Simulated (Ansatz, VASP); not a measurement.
Two plane-wave programs on TiO2

File INCAR:

```
  PREC = Accurate
  ENCUT = 520
  EDIFF = 1E-6
  ISMEAR = -1
  SIGMA = 0.05
  LREAL = F
  LASPH = T
  NELM = 60
  ALGO = Normal
  ISIF = 2
  LWAVE = F
  LCHARG = F
  GGA = PS
  NBANDS = 19
```

KPOINTS

```
regular mesh
0
Gamma
  10 10 10
```

Contents of POSCAR:

```
TiO2
1.0
    1.4872816960      0.8586824875      6.9346869804
   -1.4872816960      0.8586824875      6.9346869804
    0.0000000000     -1.7173649751      6.9346869804
Ti O
1 2
Direct
    0.0000000000      0.0000000000      0.0000000000
    0.3795330000      0.3795330000      0.3795330000
    0.6204670000      0.6204670000      0.6204670000
```

Contents of input.yaml:

```yaml
crystal:
  lattice:
    - [1.487281696, 0.8586824875, 6.9346869804]
    - [-1.487281696, 0.8586824875, 6.9346869804]
    - [0.0, -1.7173649751, 6.9346869804]
  atoms:
    - { symbol: Ti, position: [0.0, 0.0, 0.0] }
    - { symbol: O, position: [0.379533, 0.379533, 0.379533] }
    - { symbol: O, position: [0.620467, 0.620467, 0.620467] }
hamiltonian:
  xc: pbesol
  pseudopotentials: { kind: paw }
kpoints:
  mp_grid: { grid: [10, 10, 10] }
scf:
  occupations: { method: fermi_dirac, width: 0.05 }
output:
  forces: true
  stress: true
  eigenvalues: true
```

Alike in both runs: task single point; functional PBEsol; k mesh 10 × 10 × 10; occupations fermi-dirac, width 0.05 eV; no spin polarisation.

|  | VASP | Ansatz |
| --- | --- | --- |
| version | VASP 6.6.1 | Ansatz 0.2.0 |
| potentials or method | VASP PAW PBE potentials, release 64 (Ti_sv, O) | Ansatz PAW |
| plane-wave cutoff (eV) | 520 | 420 |
| valence electrons in the cell | 24 | 24 |

|  | VASP | Ansatz | Ansatz less VASP |
| --- | --- | --- | --- |
| gap on the k mesh at the Fermi level (eV) | 2.71 | 2.73 | +0.027 |
| least direct gap on the mesh (eV) | 2.88 | 2.90 | +0.022 |
| pressure (GPa) | -1.4 | -1.8 | -0.46 |
| traceless stress, the component that is largest in VASP (GPa) | 0.66 | 0.91 | +0.251 |
| rms of the force components (eV/Å) | 0.045 | 0.072 | +0.0272 |

VASP's potentials were made for PBE, not for PBEsol. Atom by atom the forces differ by 0.027 eV/Å (rms over components).
